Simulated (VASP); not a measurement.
# Ru (Cmcm) in VASP: further runs, part 2 of 2

VASP 6.6.1. Earlier steps stand in the parts before.

## (3) Single point, PBEsol (atoms displaced along a vibrational mode, the cell strained)

Input file INCAR:

```
ALGO = Fast
EDIFF = 1E-6
ENCUT = 520
GGA = PS
ISIF = 2
ISMEAR = 0
LASPH = T
LCHARG = F
LREAL = F
LWAVE = F
NBANDS = 21
NELM = 100
PREC = Accurate
SIGMA = 0.15
```

Input file KPOINTS:

```
k-points
0
Gamma
  18 18 10
```

Input file POSCAR:

```
Ru
1.0
    2.7254575605      0.0000000000      0.0000000000
   -1.3627287802      2.3603154843      0.0000000000
    0.0000000000      0.0000000000      4.2523798378
Ru
2
Direct
    0.3133061610      0.6266123220      0.2500000000
    0.6866938390      0.3733876780      0.7500000000
```

Potentials or basis: VASP PAW PBE potentials, release 64 (Ru_pv).

On the command line:

```bash
> cat potpaw_PBE.64/Ru_pv/POTCAR > POTCAR
> mpirun -np 1 vasp_std > vasp.out
```

OUTCAR:

```text
EDIFF = 1E-6
   ENCUT = 520
   GGA = PS
   ISIF = 2
   ISMEAR = 0
   LASPH = T
   LREAL = F
   NELM = 100
   PREC = Accurate

 ion  position               nearest neighbor table
   1  0.313  0.627  0.250-   2 2.60   2 2.60   2 2.60   2 2.60   2 2.76   2 2.76
   2  0.687  0.373  0.750-   1 2.60   1 2.60   1 2.60   1 2.60   1 2.76   1 2.76

  LATTYP: Found a hexagonal cell.
 ALAT       =     2.7254575605
 C/A-ratio  =     1.5602443786

  Lattice vectors:

 A1 = (   2.7254575605,   0.0000000000,   0.0000000000)
 A2 = (  -1.3627287802,   2.3603154843,   0.0000000000)
 A3 = (   0.0000000000,   0.0000000000,   4.2523798378)

Analysis of symmetry for initial positions (statically):
=====================================================================
 Subroutine PRICEL returns:
 Original cell was already a primitive cell.

 Routine SETGRP: Setting up the symmetry group for a
 hexagonal supercell.

 Subroutine GETGRP returns: Found  8 space group operations
 (whereof  4 operations were pure point group operations)
 out of a pool of 24 trial point group operations.

The static configuration has the point symmetry C_2h.
 The point group associated with its full space group is D_2h.

Analysis of symmetry for dynamics (positions and initial velocities):
=====================================================================
 Subroutine PRICEL returns:
 Original cell was already a primitive cell.

 Routine SETGRP: Setting up the symmetry group for a
 hexagonal supercell.

 Subroutine GETGRP returns: Found  8 space group operations
 (whereof  4 operations were pure point group operations)
 out of a pool of 24 trial point group operations.

The dynamic configuration has the point symmetry C_2h.
[... 110 lines left out ...]
   PSTRESS=    0.0 pullay stress
   NELECT =      28.0000    total number of electrons
   NUPDOWN=      -1.0000    fix difference up-down
   EMIN   =  10.00;   EMAX   =-10.00  energy-range for DOS
   EFERMI =   0.00;   METHOD = LEGACY
   ISMEAR =     0;   SIGMA  =   0.15  broadening in eV -4-tet -1-fermi 0-gaus
   EFERMI_NEDOS =   21; number of points for ismear=-14 and -15
   IALGO  =     68    algorithm
   IMIX   =      4    mixing-type and parameters
     AMIX     =   0.40;   BMIX     =  1.00
     AMIX_MAG =   1.60;   BMIX_MAG =  1.00
  volume/ion in A,a.u.               =      13.68        92.30
  Fermi-wavevector in a.u.,A,eV,Ry     =   1.649860  3.117783 37.035559  2.722037
  Thomas-Fermi vector in A             =   2.738908
   LORBIT       =      0    0 simple, 1 ext, 2 COOP (PROOUT), +10 PAW based schemes
   GGA     = PS    functional components
   LHFCALC =     F    Hartree Fock is set to
   AEXX    =    0.0000 exact exchange contribution
   IVDW    =     0    specifies the selected vdW correction
   LEPSILON=     F    determine dielectric tensor
   LRPA    =     F    only Hartree local field effects (RPA)
 non-spin polarized calculation
 RMM-DIIS sequential band-by-band and
 Gauss-broadening in eV      SIGMA  =   0.15
  energy-cutoff  :      520.00
  volume of cell :       27.36
 maximum number of plane-waves:       751
   NGX = 11   NGY = 11   NGZ = 15

 number of electron      28.0000001 magnetization

 Free energy of the ion-electron system (eV)
  ---------------------------------------------------
  ext. energy  EPLUGINS =         0.00000000
  ---------------------------------------------------
  free energy    TOTEN  =       -20.19584279 eV

  energy without entropy =      -20.17535211  energy(sigma->0) =      -20.18559745

 E-fermi :  12.6034     XC(G=0): -14.2304

 val. band max:       12.6001380305   @ k =   0.4444   0.1111   0.5000
 cond. band min:      12.6119015613   @ k =  -0.1111   0.5000   0.4000
 fundamental gap:      0.0117635308
 Fermi energy:        12.6033710085

 k-point     1 :       0.0000    0.0000    0.0000
  band No.  band energies     occupation
      1     -31.0411      2.00000
      2     -30.1619      2.00000
      3     -30.0294      2.00000
      4     -29.9447      2.00000
      5     -29.8992      2.00000
      6     -29.8474      2.00000
[... 565 lines left out ...]
     20      22.8786      0.00000
     21      22.9702      0.00000

 [... further k-points ...]

------------------------ aborting loop because EDIFF is reached ----------------------------------------

  FORCE on cell =-STRESS in cart. coord.  units (eV):
  Direction    XX          YY          ZZ          XY          YZ          ZX
  --------------------------------------------------------------------------------------
  -------------------------------------------------------------------------------------
  Total       -1.0716585     -2.1757048     -0.2189412     -0.0000000      0.0000000      0.0000000
  in kB      -62.7661472   -127.4292178    -12.8232049     -0.0000000      0.0000000      0.0000000
  external PRESSURE =     -67.6728566 kB  Pullay stress =       0.0000000 kB

 VOLUME and BASIS-vectors are now :
 -----------------------------------------------------------------------------
  energy-cutoff  :      520.00
  volume of cell :       27.36
      direct lattice vectors                 reciprocal lattice vectors
     2.725457561  0.000000000  0.000000000     0.366910868  0.211836089  0.000000000
    -1.362728780  2.360315484  0.000000000     0.000000000  0.423672177  0.000000000
     0.000000000  0.000000000  4.252379838     0.000000000  0.000000000  0.235162436

 POSITION                                       TOTAL-FORCE (eV/Angst)
 -----------------------------------------------------------------------------------
      0.00000      1.47900      1.06309         0.000000      1.404087     -0.000000
      1.36273      0.88131      3.18928        -0.000000     -1.404087      0.000000
 -----------------------------------------------------------------------------------
    total drift:                               -0.000000      0.000000      0.000000

  FREE ENERGIE OF THE ION-ELECTRON SYSTEM (eV)
  ---------------------------------------------------
  free  energy   TOTEN  =       -20.1958427949 eV

  energy  without entropy=      -20.1753521067  energy(sigma->0) =      -20.18559745
```

stdout:

```text
POSCAR found type information on POSCAR Ru
 POSCAR found :  1 types and       2 ions
 scaLAPACK will be used
 -----------------------------------------------------------------------------
|                                                                             |
|                                                                             |
|     You enforced a specific xc type in the INCAR file but a different       |
|     I HOPE YOU KNOW WHAT YOU ARE DOING!                                     |
|                                                                             |
 -----------------------------------------------------------------------------

 LDA part: xc-table for (Slater+PW92), standard interpolation
 POSCAR, INCAR and KPOINTS ok, starting setup
 FFT: planning ... GRIDC
 FFT: planning ... GRID_SOFT
 FFT: planning ... GRID
 WAVECAR not read
 entering main loop
WARNING in EDDRMM: call to ZHEGV failed, returncode =   6  3     20
WARNING in EDDRMM: call to ZHEGV failed, returncode =   6  3     20
```

Wall time 3.7 min (1 thread of Intel Xeon Platinum 8259CL at 2.50GHz (Skylake/Cascade Lake), shared host); peak memory 0.34 GiB.

What came out:

```
Free energy            : -20.1958 eV
Pressure               : -6.8 GPa
Largest force          : 1.404 eV/Å
Band gap on the k mesh : zero (bands 14 and 15 overlap by 3.02 eV)
```

Forces in eV/Å, atoms in the order of the input:
```
Ru   0.000  1.404  0.000
Ru   0.000 -1.404  0.000
```

Levels at points of the mesh, in eV from the Fermi level:
| k point | band 11 | band 12 | band 13 | band 14 | band 15 | band 16 | band 17 | band 18 |
| --- | --- | --- | --- | --- | --- | --- | --- | --- |
| (0.00, 0.00, 0.00) | -2.41 | -2.06 | -1.72 | -1.71 | -0.83 | 0.44 | 1.36 | 1.78 |
| (0.50, 0.00, 0.00) | -2.41 | -2.13 | -1.66 | 1.25 | 1.63 | 1.81 | 4.24 | 5.66 |
| (0.00, 0.50, 0.00) | -1.41 | -1.35 | -1.20 | 1.51 | 1.55 | 2.13 | 3.36 | 6.49 |
| (0.00, 0.00, 0.50) | -2.69 | -2.69 | -2.67 | -2.67 | 0.26 | 0.26 | 0.65 | 0.65 |
| (0.50, 0.00, 0.50) | -0.97 | -0.97 | 0.78 | 0.78 | 1.56 | 1.56 | 2.99 | 2.99 |
| (0.00, 0.50, 0.50) | -1.20 | -1.20 | -0.25 | -0.25 | 1.61 | 1.61 | 3.98 | 3.98 |

Caveat: the cell differs from its parent crystal (atoms displaced along a vibrational mode, the cell strained); the stress differs along the axes, from -13 to -1 GPa; the PAW data sets were made with another functional, which shifts forces and pressure a little.
